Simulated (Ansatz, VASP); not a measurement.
Zn: VASP beside Ansatz

```xyz
2
Lattice="2.6358 0.0000 0.0000 -1.3179 2.2827 0.0000 0.0000 0.0000 5.0929" Properties=species:S:1:pos:R:3 pbc="T T T"
Zn    0.0000    1.5218    1.2732
Zn    1.3179    0.7609    3.8197
```

Alike in both runs: functional PBE; k mesh 18 × 18 × 10; occupations fermi-dirac, width 0.1 eV; no spin polarisation.

Ansatz relaxed the structure, and its values are those at the end. VASP's run is a single point on that final structure, the one shown.

```csv
,VASP,Ansatz
version,VASP 6.6.1,Ansatz 0.2.0
potentials or method,"VASP PAW PBE potentials, release 64 (Zn)","PAW with Ansatz's default frozen-core files, scalar-relativistic"
plane-wave cutoff (eV),500,420
valence electrons in the cell,24,24
```

|  | VASP | Ansatz | Ansatz less VASP |
| --- | --- | --- | --- |
| pressure (GPa) | 0.3 | 0.0 | -0.33 |
